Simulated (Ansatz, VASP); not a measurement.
BaTiO3 in VASP and in Ansatz

```
Ba Ti O
1.0
     4.06367    0.00000    0.00000
     0.00000    2.89254    2.90095
     0.00000   -2.89254    2.90095
Ba Ti O
1 1 3
Direct
  0.00000 0.00000 0.00000
  0.50000 0.51240 0.51240
  0.50000 0.99184 0.50524
  0.50000 0.50524 0.99184
  0.00000 0.48740 0.48740
```

Alike in both runs: task single point; functional PBE; k mesh 7 × 7 × 7; occupations fermi-dirac, width 0.05 eV; no spin polarisation.

|  | VASP | Ansatz |
| --- | --- | --- |
| version | VASP 6.6.1 | Ansatz 0.2.0 |
| potentials or method | VASP PAW PBE potentials, release 64 (Ba_sv, Ti_sv, O_h) | Ansatz PAW |
| plane-wave cutoff (eV) | 910 | 420 |
| valence electrons in the cell | 40 | 40 |

Ansatz gave:

| Item | Value |
| --- | --- |
| gap on the k mesh at the Fermi level (eV) | 1.85 |
| least direct gap on the mesh (eV) | 2.00 |
| rms of the force components (eV/Å) | 0.216 |

Problem. Estimate VASP's values.

Solution. gap on the k mesh at the Fermi level (eV): 1.80; least direct gap on the mesh (eV): 1.98; rms of the force components (eV/Å): 0.210.

Atom by atom the forces differ by 0.009 eV/Å (rms over components).

Spin-orbit coupling is off throughout. Noted on VASP's run: the cutoff is short for stress, so the pressure is rough. Noted on Ansatz's run: odd divisions of the mesh miss points on the zone boundary, where band edges often lie, so the gap on the mesh can be too wide.
